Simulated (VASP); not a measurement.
A run of VASP 6.6.1:

File INCAR:

```
PREC = Accurate
ENCUT = 600
EDIFF = 1E-8
ISMEAR = 0
SIGMA = 0.2
LREAL = F
LASPH = T
NELM = 200
ALGO = Normal
ISIF = 2
LWAVE = F
LCHARG = F
ISPIN = 2
MAGMOM = 2.73 0.74
LORBIT = 11
LMAXMIX = 4
GGA = PS
IBRION = 8
NSW = 1
GGA_COMPAT = F
KPAR = 4
```

KPOINTS

```
Automatic mesh
0
Gamma
  16 16 12
```

File POSCAR:

```
FeNi
1.0
    2.4494610539      0.0000000000      0.0000000000
    0.0000000000      2.4494610539      0.0000000000
    0.0000000000      0.0000000000      3.5152825384
Fe Ni
1 1
Direct
    0.0000000000      0.0000000000      0.0000000000
    0.5000000000      0.5000000000      0.5000000000
```

Potentials or basis: VASP PAW PBE potentials, release 64 (Fe, Ni).

Command:

```console
$ cat potpaw_PBE.64/Fe/POTCAR potpaw_PBE.64/Ni/POTCAR > POTCAR
$ mpirun -np 4 vasp_std > vasp.out
```

Hardware: 4 MPI ranks on Intel(R) Xeon(R) 6975P-C (Granite Rapids), on a shared host.

Q: How long does it take, and how much memory?

A: It took 7.1 min on 4 MPI ranks on Intel(R) Xeon(R) 6975P-C (Granite Rapids), on a shared host, peak memory 0.94 GiB a rank. Counts: scf iterations 80, k points 315.
